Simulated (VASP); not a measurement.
Runs of VASP 6.6.1 on KCl. The structure is that of space group F-43m (No. 216), or close to it. The cells are those of the table. 

```tsv
level	cell	gap on the mesh (eV)	pressure (GPa)
PBE	a = 4.895 Å, angles 60.0°, 2 atoms	4.85	0.8
r2SCAN	a = 5.057 Å, angles 60.0°, 2 atoms	5.25	-0.6
PBE	a = 4.960 Å, angles 60.0°, 2 atoms	(b)	0.3
PBE	a = 5.095 Å, angles 60.0°, 2 atoms	4.61	-0.6
r2SCAN	a = 4.859 Å, angles 60.0°, 2 atoms	5.46	(a)
```

Alike in all rows: task single point; potentials or basis VASP PAW PBE potentials, release 64 (K_sv, Cl); no spin polarisation; k mesh 6 × 6 × 6; cutoff (eV) 520; smearing gaussian 0.01 eV.

Task: Fill in the values left out.

Result: (a) 0.9; (b) 4.77.

Caveats: the PAW data sets were made with another functional, which shifts forces and pressure a little (some runs).

A k mesh can miss the band edges.
